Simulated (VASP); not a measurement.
Set up this calculation in VASP 6.6.1, as the native input.

- Task: single point
- Functional: PBE
- Potentials or basis: VASP PAW PBE potentials, release 64 (C)
- Cutoff: 520 eV
- k mesh: 14 × 14 × 8
- Occupations: gaussian, width 0.02 eV
- Spin: no spin polarisation
- Dipole correction: no
- Further INCAR settings: ALGO = Normal; EDIFF = 1e-06; NBANDS = 11

The structure of C lies in POSCAR:

```
C
1.0
    2.1360157545     -1.2332402914     -0.0090114891
    2.1360157545      1.2332402914     -0.0090114891
   -1.3995448468      0.0000000000      4.2690999972
C
2
Direct
    0.8333348799      0.8333348799      0.0000044488
    0.1666651201      0.1666651201      0.9999955512
```

The input as run:

INCAR

```
PREC = Accurate ; ENCUT = 520
EDIFF = 1E-6 ; ISMEAR = 0
SIGMA = 0.02 ; LREAL = False
LASPH = True ; NELM = 80
ALGO = Normal ; ISIF = 2
LWAVE = False ; LCHARG = True
GGA = PE ; LELF = True
LVHAR = True ; NBANDS = 11
```

KPOINTS

```
Automatic mesh
0
Gamma
  14 14 8
```

Potentials or basis: VASP PAW PBE potentials, release 64 (C).

Run with:

```console
$ cat potpaw_PBE.64/C/POTCAR > POTCAR
$ mpirun -np 1 vasp_std > vasp.out
```

Results of the run:

```yaml
Pressure: 0.4 GPa
Band_gap_on_the_k_mesh: 1.12 eV, indirect (the least direct gap lies 1.2 meV higher)
```

Caveat: this functional lacks dispersion, which binds the layers, so the pressure and a relaxed spacing across them are unreliable.

Wall time 49 s on 1 thread of Intel(R) Xeon(R) Platinum 8488C (Sapphire Rapids), with other jobs on the host, peak memory 0.19 GiB.
